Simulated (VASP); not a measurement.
A run of VASP 6.6.1 is set up as follows.

POSCAR

```
TaN
1.0
    5.1996298244      0.0000000000      0.0000000000
   -2.5998149122      4.5030115183      0.0000000000
    0.0000000000      0.0000000000      2.9103592738
Ta N
3 3
Direct
    0.3333333333      0.6666666667      0.5000000000
    0.6666666667      0.3333333333      0.5000000000
    0.0000000000      0.0000000000      0.0000000000
    0.3924063645      0.0000000000      0.0000000000
    0.6075936355      0.6075936355      0.0000000000
    0.0000000000      0.3924063645      0.0000000000
```

File INCAR.step1:

```
SYSTEM = TaN
PREC = Accurate
ENCUT = 520
ISMEAR = 0
SIGMA = 0.15
LREAL = .False.
LASPH = .True.
NELM = 100
NBANDS = 33
GGA = PE
ALGO = Normal
EDIFF = 1E-4
LWAVE = .True.
LCHARG = .False.
```

INCAR.step2

```
SYSTEM = TaN
PREC = Accurate
ENCUT = 520
EDIFF = 1E-6
ISMEAR = 0
SIGMA = 0.15
LREAL = .False.
LASPH = .True.
NELM = 100
ALGO = Normal
ISIF = 2
LWAVE = .False.
LCHARG = .False.
METAGGA = R2SCAN
LMIXTAU = .True.
NBANDS = 33
ISTART = 1
```

Contents of KPOINTS:

```
Automatic mesh
0
Gamma
  12 12 18
  0 0 0
```

Potentials or basis: VASP PAW PBE potentials, release 64 (Ta_pv, N).

The run is started by

```console
$ cat potpaw_PBE.64/Ta_pv/POTCAR potpaw_PBE.64/N/POTCAR > POTCAR
$ cp INCAR.step1 INCAR
$ mpirun -np 1 vasp_std > vasp.out
$ cp INCAR.step2 INCAR
$ mpirun -np 1 vasp_std > vasp.out
```

Problem. Estimate the pressure.

Solution. 1.6 GPa.

Problem. Estimate the band gap on the k mesh.

Solution. Zero (band 24 reaches 10.31 eV, above the bottom of band 25 at 6.93 eV).

Stress tensor (GPa, compression positive):
```
1.74 0.00 0.00
0.00 1.74 0.00
0.00 0.00 1.30
```

Caveat: the PAW data sets were made with another functional, which shifts forces and pressure a little; spin-orbit coupling is left out, which moves the levels of the heavy elements.
